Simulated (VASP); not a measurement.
Runs of VASP 6.6.1 on Sc. The structure is that of space group P6_3/mmc (No. 194), or close to it. The cells are those of the table. 

| cell | k mesh | gap on the mesh (eV) | pressure (GPa) |
| --- | --- | --- | --- |
| a = 3.296, b = 3.296, c = 10.520 Å, angles 90.0, 90.0, 120.0°, 4 atoms | 11 × 11 × 3 | none | 0.0 |
| a = 3.206, b = 3.206, c = 10.231 Å, angles 90.0, 90.0, 120.0°, 4 atoms | 12 × 12 × 4 | none | 4.9 |
| a = 3.251, b = 3.251, c = 10.378 Å, angles 90.0, 90.0, 120.0°, 4 atoms | 12 × 12 × 4 | none | 2.3 |
| a = 3.296, b = 3.296, c = 10.520 Å, angles 90.0, 90.0, 120.0°, 4 atoms | 12 × 12 × 4 | none | 0.0 |
| a = 3.158, b = 3.158, c = 10.081 Å, angles 90.0, 90.0, 120.0°, 4 atoms | 12 × 12 × 4 | none | (a) |

Alike in all rows: task single point; level PBE; potentials or basis VASP PAW PBE potentials, release 64 (Sc_sv); no spin polarisation; cutoff (eV) 520; smearing fermi-dirac 0.1 eV.

Q: Estimate the missing entries.

A: (a) 8.1.

A gap of «none» marks levels without a gap at the run's occupations.
